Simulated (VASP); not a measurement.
# Si2Ge (Fm-3m) in VASP: further runs

Runs on Si2Ge. Level: r2SCAN. Tasks: single point.

Program: VASP 6.6.1. These are calculated values, not measurements. Logs are shortened: lines on timing, memory, paths and dates and some standing lists are left out, and cuts for length are marked.

## (1) The cell of the first run

The structure is cubic, space group Fm-3m (No. 225). Conventional cell: a = 5.709 Å, b = 5.709 Å, c = 5.709 Å, α = 90.00°, β = 90.00°, γ = 90.00°. Within 3.3 Å of Si (site symmetry -43m) lie 4 Ge at 2.47 Å and 6 Si at 2.85 Å. Ge (site symmetry m-3m) has 8 Si at 2.47 Å within 3.3 Å.

## (2) Single point, r2SCAN

POSCAR

```
Si2Ge
1.0
    0.0000000000      2.8545571171      2.8545571171
    2.8545571171      0.0000000000      2.8545571171
    2.8545571171      2.8545571171      0.0000000000
Si Ge
2 1
Direct
    0.2500000000      0.2500000000      0.2500000000
    0.7500000000      0.7500000000      0.7500000000
    0.0000000000      0.0000000000      0.0000000000
```

INCAR.step1

```
SYSTEM = Si2Ge
  ALGO = Normal
  EDIFF = 1E-4
  ENCUT = 520
  GGA = PE
  ISMEAR = 0
  LASPH = .TRUE.
  LCHARG = .FALSE.
  LREAL = .FALSE.
  LWAVE = .TRUE.
  NBANDS = 18
  NELM = 80
  PREC = Accurate
  SIGMA = 0.1
```

INCAR.step2

```
SYSTEM = Si2Ge
  ALGO = Normal
  EDIFF = 1E-6
  ENCUT = 520
  ISIF = 2
  ISMEAR = 0
  ISTART = 1
  LASPH = .TRUE.
  LCHARG = .FALSE.
  LMIXTAU = .TRUE.
  LREAL = .FALSE.
  LWAVE = .FALSE.
  METAGGA = R2SCAN
  NBANDS = 18
  NELM = 80
  PREC = Accurate
  SIGMA = 0.1
```

KPOINTS

```
k-points
0
G
  6 6 6
  0 0 0
```

Potentials or basis: VASP PAW PBE potentials, release 64 (Si, Ge_d).

Run with:

```sh
$ cat potpaw_PBE.64/Si/POTCAR potpaw_PBE.64/Ge_d/POTCAR > POTCAR
$ cp INCAR.step1 INCAR
$ mpirun -np 1 vasp_std > vasp.out
$ cp INCAR.step2 INCAR
$ mpirun -np 1 vasp_std > vasp.out
```

OUTCAR:

```text
SYSTEM = Si2Ge
   EDIFF = 1E-6
   ENCUT = 520
   ISIF = 2
   ISMEAR = 0
   ISTART = 1
   LASPH = .TRUE.
   LREAL = .FALSE.
   METAGGA = R2SCAN
   NELM = 80
   PREC = Accurate

 ion  position               nearest neighbor table
   1  0.250  0.250  0.250-   3 2.47   3 2.47   3 2.47   3 2.47   2 2.85   2 2.85   2 2.85   2 2.85
                             2 2.85   2 2.85
   2  0.750  0.750  0.750-   3 2.47   3 2.47   3 2.47   3 2.47   1 2.85   1 2.85   1 2.85   1 2.85
                             1 2.85   1 2.85
   3  0.000  0.000  0.000-   2 2.47   2 2.47   2 2.47   1 2.47   2 2.47   1 2.47   1 2.47   1 2.47

  LATTYP: Found a face centered cubic cell.
 ALAT       =     5.7091142342

  Lattice vectors:

 A1 = (   0.0000000000,   2.8545571171,   2.8545571171)
 A2 = (   2.8545571171,   0.0000000000,   2.8545571171)
 A3 = (   2.8545571171,   2.8545571171,   0.0000000000)

Analysis of symmetry for initial positions (statically):
=====================================================================
 Subroutine PRICEL returns:
 Original cell was already a primitive cell.

 Routine SETGRP: Setting up the symmetry group for a
 face centered cubic supercell.

 Subroutine GETGRP returns: Found 48 space group operations
 (whereof 48 operations were pure point group operations)
 out of a pool of 48 trial point group operations.

The static configuration has the point symmetry O_h .

Analysis of symmetry for dynamics (positions and initial velocities):
=====================================================================
 Subroutine PRICEL returns:
 Original cell was already a primitive cell.

 Routine SETGRP: Setting up the symmetry group for a
 face centered cubic supercell.

 Subroutine GETGRP returns: Found 48 space group operations
 (whereof 48 operations were pure point group operations)
 out of a pool of 48 trial point group operations.

The dynamic configuration has the point symmetry O_h .

 Subroutine INISYM returns: Found 48 space group operations
 (whereof 48 operations are pure point group operations),
 and found     1 'primitive' translations

----------------------------------------------------------------------------------------

                                     Primitive cell

  volume of cell :      46.5207

  direct lattice vectors                    reciprocal lattice vectors
     0.000000000  2.854557117  2.854557117    -0.175158520  0.175158520  0.175158520
     2.854557117  0.000000000  2.854557117     0.175158520 -0.175158520  0.175158520
     2.854557117  2.854557117  0.000000000     0.175158520  0.175158520 -0.175158520

  length of vectors
     4.036953390  4.036953390  4.036953390     0.303383456  0.303383456  0.303383456

  position of ions in fractional coordinates (direct lattice)
     0.250000000  0.250000000  0.250000000
     0.750000000  0.750000000  0.750000000
     0.000000000  0.000000000  0.000000000

  ion indices of the primitive-cell ions
   primitive index   ion index
                 1           1
                 2           2
                 3           3

----------------------------------------------------------------------------------------

 KPOINTS: k-points

Automatic generation of k-mesh.
 Grid dimensions read from file:
 generate k-points for:    6    6    6

 Generating k-lattice:

  Cartesian coordinates                     Fractional coordinates (reciprocal lattice)
    -0.029193087  0.029193087  0.029193087     0.166666667  0.000000000  0.000000000
     0.029193087 -0.029193087  0.029193087     0.000000000  0.166666667  0.000000000
     0.029193087  0.029193087 -0.029193087     0.000000000  0.000000000  0.166666667

  Length of vectors
     0.050563909  0.050563909  0.050563909

  Shift w.r.t. Gamma in fractional coordinates (k-lattice)
     0.000000000  0.000000000  0.000000000

 Subroutine IBZKPT returns following result:
 ===========================================

 Found     16 irreducible k-points:

 Following reciprocal coordinates:
            Coordinates               Weight
  0.000000  0.000000  0.000000      1.000000
  0.166667  0.000000  0.000000      8.000000
  0.333333  0.000000  0.000000      8.000000
  0.500000  0.000000  0.000000      4.000000
  0.166667  0.166667  0.000000      6.000000
  0.333333  0.166667  0.000000     24.000000
[... 8 lines left out ...]
 -0.333333  0.333333  0.166667     24.000000
 -0.333333  0.500000  0.166667     12.000000
   k-points           NKPTS =     16   k-points in BZ     NKDIM =     16   number of bands    NBANDS=     18
   number of dos      NEDOS =    301   number of ions     NIONS =      3
   total plane-waves  NPLWV =  27000
   dimension x,y,z NGX =    30 NGY =   30 NGZ =   30
   dimension x,y,z NGXF=    60 NGYF=   60 NGZF=   60
   ions per type =               2   1
   NGX,Y,Z   is equivalent  to a cutoff of  12.35, 12.35, 12.35 a.u.
   NGXF,Y,Z  is equivalent  to a cutoff of  24.71, 24.71, 24.71 a.u.
 SYSTEM =  Si2Ge
   PREC   = accura    normal or accurate (medium, high low for compatibility)
   ISTART =      1    job   : 0-new  1-cont  2-samecut
   ICHARG =      0    charge: 1-file 2-atom 10-const
   ISPIN  =      1    spin polarized calculation?
   LNONCOLLINEAR =      F non collinear calculations
   LSORBIT =      F    spin-orbit coupling
   LASPH  =      T    aspherical Exc in radial PAW
   ENCUT  =  520.0 eV  38.22 Ry    6.18 a.u.   7.51  7.51  7.51*2*pi/ulx,y,z
   NELM   =     80;   NELMIN=  2; NELMDL=  0     # of ELM steps
   EDIFF  = 0.1E-05   stopping-criterion for ELM
   LREAL  =      F    real-space projection
   EDIFFG = 0.1E-04   stopping-criterion for IOM
   NSW    =      0    number of steps for IOM
   IBRION =     -1    ionic relax: 0-MD 1-quasi-New 2-CG
   NFREE  =      0    steps in history (QN), initial steepest desc. (CG)
   ISIF   =      2    stress and relaxation
   ISYM   =      2    0-nonsym 1-usesym 2-fastsym
   POTIM  = 0.5000    time-step for ionic-motion
   TEBEG  =    0.0;   TEEND  =   0.0 temperature during run
   PSTRESS=    0.0 pullay stress
   NELECT =      22.0000    total number of electrons
   NUPDOWN=      -1.0000    fix difference up-down
   EMIN   =  10.00;   EMAX   =-10.00  energy-range for DOS
   EFERMI =   0.00;   METHOD = LEGACY
   ISMEAR =     0;   SIGMA  =   0.10  broadening in eV -4-tet -1-fermi 0-gaus
   EFERMI_NEDOS =   21; number of points for ismear=-14 and -15
   IALGO  =     38    algorithm
   IMIX   =      4    mixing-type and parameters
     AMIX     =   0.40;   BMIX     =  1.00
     AMIX_MAG =   1.60;   BMIX_MAG =  1.00
  volume/ion in A,a.u.               =      15.51       104.65
  Fermi-wavevector in a.u.,A,eV,Ry     =   1.275460  2.410271 22.133948  1.626799
  Thomas-Fermi vector in A             =   2.408171
   LORBIT       =      0    0 simple, 1 ext, 2 COOP (PROOUT), +10 PAW based schemes
   METAGGA = R2SCAN    functional components
   LHFCALC =     F    Hartree Fock is set to
   AEXX    =    0.0000 exact exchange contribution
   IVDW    =     0    specifies the selected vdW correction
   LEPSILON=     F    determine dielectric tensor
   LRPA    =     F    only Hartree local field effects (RPA)
 non-spin polarized calculation
 Gauss-broadening in eV      SIGMA  =   0.10
  energy-cutoff  :      520.00
  volume of cell :       46.52
 maximum number of plane-waves:      1272
   NGX = 15   NGY = 15   NGZ = 15

 number of electron      22.0000000 magnetization

 Free energy of the ion-electron system (eV)
  ---------------------------------------------------
  ext. energy  EPLUGINS =         0.00000000
  ---------------------------------------------------
  free energy    TOTEN  =       -28.43293167 eV

  energy without entropy =      -28.42289271  energy(sigma->0) =      -28.42791219

 E-fermi :   9.0975     XC(G=0): -11.9899

 val. band max:        9.0092585095   @ k =   0.5000   0.3333   0.1667
 cond. band min:       9.1043691685   @ k =   0.5000   0.1667   0.0000
 fundamental gap:      0.0951106591
 Fermi energy:         9.0975300488

 k-point     1 :       0.0000    0.0000    0.0000
  band No.  band energies     occupation
      1     -16.5789      2.00000
      2     -16.5789      2.00000
      3     -16.5789      2.00000
      4     -16.5257      2.00000
      5     -16.5257      2.00000
      6      -6.4398      2.00000
[... 10 lines left out ...]
     17      13.3986      0.00000
     18      13.8831      0.00000

 k-point     2 :       0.1667    0.0000    0.0000
  band No.  band energies     occupation
      1     -16.5790      2.00000
      2     -16.5771      2.00000
      3     -16.5771      2.00000
      4     -16.5255      2.00000
      5     -16.5255      2.00000
      6      -6.0659      2.00000
[... 10 lines left out ...]
     17      13.3871      0.00000
     18      16.6533      0.00000

 k-point     3 :       0.3333    0.0000    0.0000
  band No.  band energies     occupation
      1     -16.5792      2.00000
      2     -16.5737      2.00000
      3     -16.5737      2.00000
      4     -16.5250      2.00000
      5     -16.5250      2.00000
      6      -4.9814      2.00000
[... 10 lines left out ...]
     17      17.8078      0.00000
     18      20.0931      0.00000

 k-point     4 :       0.5000    0.0000    0.0000
  band No.  band energies     occupation
      1     -16.5793      2.00000
      2     -16.5721      2.00000
      3     -16.5721      2.00000
      4     -16.5245      2.00000
      5     -16.5245      2.00000
      6      -3.8189      2.00000
[... 207 lines left out ...]
      4     -16.5275      2.00000
      5     -16.5228      2.00000
      6      -4.0189      2.00000
[... 10 lines left out ...]
     17      17.4995      0.00000
     18      18.7196      0.00000

 k-point    15 :      -0.3333    0.3333    0.1667
  band No.  band energies     occupation
      1     -16.5767      2.00000
      2     -16.5751      2.00000
      3     -16.5665      2.00000
      4     -16.5271      2.00000
      5     -16.5232      2.00000
      6      -2.8658      2.00000
[... 10 lines left out ...]
     17      17.5513      0.00000
     18      20.1805      0.00000

 k-point    16 :      -0.3333    0.5000    0.1667
  band No.  band energies     occupation
      1     -16.5819      2.00000
      2     -16.5703      2.00000
      3     -16.5644      2.00000
      4     -16.5287      2.00000
      5     -16.5218      2.00000
      6      -2.1723      2.00000
[... 10 lines left out ...]
     17      17.2806      0.00000
     18      20.4450      0.00000

------------------------ aborting loop because EDIFF is reached ----------------------------------------

  FORCE on cell =-STRESS in cart. coord.  units (eV):
  Direction    XX          YY          ZZ          XY          YZ          ZX
  --------------------------------------------------------------------------------------
  -------------------------------------------------------------------------------------
  Total        5.2974260      5.2974260      5.2974260      0.0000000     -0.0000000      0.0000000
  in kB      182.4438683    182.4438683    182.4438683      0.0000000     -0.0000000      0.0000000
  external PRESSURE =     182.4438683 kB  Pullay stress =       0.0000000 kB

 VOLUME and BASIS-vectors are now :
 -----------------------------------------------------------------------------
  energy-cutoff  :      520.00
  volume of cell :       46.52
      direct lattice vectors                 reciprocal lattice vectors
     0.000000000  2.854557117  2.854557117    -0.175158520  0.175158520  0.175158520
     2.854557117  0.000000000  2.854557117     0.175158520 -0.175158520  0.175158520
     2.854557117  2.854557117  0.000000000     0.175158520  0.175158520 -0.175158520

 POSITION                                       TOTAL-FORCE (eV/Angst)
 -----------------------------------------------------------------------------------
      1.42728      1.42728      1.42728         0.000000      0.000000      0.000000
      4.28184      4.28184      4.28184        -0.000000     -0.000000     -0.000000
      0.00000      0.00000      0.00000        -0.000000     -0.000000     -0.000000
 -----------------------------------------------------------------------------------
    total drift:                                0.000000     -0.000000     -0.000000

  FREE ENERGIE OF THE ION-ELECTRON SYSTEM (eV)
  ---------------------------------------------------
  free  energy   TOTEN  =       -28.4329316732 eV

  energy  without entropy=      -28.4228927126  energy(sigma->0) =      -28.42791219
```

Run time: 25 s. Hardware: 1 thread of Intel Xeon 6975P-C (Granite Rapids), shared host; peak memory 0.17 GiB.

Results:

| Item | Value |
| --- | --- |
| Free energy | -28.4329 eV |
| Pressure | 18.2 GPa |
| Band gap on the k mesh | zero (bands 11 and 12 overlap by 3.70 eV) |

Caveat: the cell stands under pressure; the PAW data sets were made with another functional, which shifts forces and pressure a little.

## (3) Single point, r2SCAN

This run uses another cell than the first one, of 18.94 Å³/atom.

POSCAR

```
Si2Ge
1.0
    0.0000000000      3.0512599805      3.0512599805
    3.0512599805      0.0000000000      3.0512599805
    3.0512599805      3.0512599805      0.0000000000
Si Ge
2 1
Direct
    0.2500000000      0.2500000000      0.2500000000
    0.7500000000      0.7500000000      0.7500000000
    0.0000000000      0.0000000000      0.0000000000
```

INCAR.step1

```
SYSTEM = Si2Ge
PREC = Accurate
ENCUT = 520
ISMEAR = 0
SIGMA = 0.1
LREAL = .FALSE.
LASPH = .TRUE.
NELM = 60
NBANDS = 18
GGA = PE
ALGO = Normal
EDIFF = 1E-4
LWAVE = .TRUE.
LCHARG = .FALSE.
```

INCAR.step2

```
SYSTEM = Si2Ge
PREC = Accurate
ENCUT = 520
EDIFF = 1E-6
ISMEAR = 0
SIGMA = 0.1
LREAL = .FALSE.
LASPH = .TRUE.
NELM = 60
ALGO = Normal
ISIF = 2
LWAVE = .FALSE.
LCHARG = .FALSE.
METAGGA = R2SCAN
LMIXTAU = .TRUE.
NBANDS = 18
ISTART = 1
```

KPOINTS

```
regular mesh
0
G
  6 6 6
  0 0 0
```

Potentials or basis: VASP PAW PBE potentials, release 64 (Si, Ge_d).

Run with:

```sh
$ cat potpaw_PBE.64/Si/POTCAR potpaw_PBE.64/Ge_d/POTCAR > POTCAR
$ cp INCAR.step1 INCAR
$ mpirun -np 1 vasp_std > vasp.out
$ cp INCAR.step2 INCAR
$ mpirun -np 1 vasp_std > vasp.out
```

Wall time 22 s (1 thread of Intel Xeon 6975P-C (Granite Rapids), shared host); peak memory 0.18 GiB.

Results (log left out):

```yaml
Free_energy: -28.9073 eV
Pressure: -0.1 GPa
Band_gap_on_the_k_mesh: zero (bands 11 and 12 overlap by 2.89 eV)
```

Levels at points of the mesh, in eV from the Fermi level:
```
           k point  band 8  band 9  band 10  band 11  band 12  band 13  band 14  band 15
(0.00, 0.00, 0.00)   -1.49   -1.49    -1.49    -1.32    -1.32    -1.32    -1.01     4.06
(0.50, 0.00, 0.00)   -3.91   -3.16    -3.16    -0.66    -0.66     0.82     5.52     5.89
(0.50, 0.50, 0.00)   -6.09   -5.07    -5.07    -1.47     4.83     4.83     6.75     6.76
```

Caveat: the PAW data sets were made with another functional, which shifts forces and pressure a little.
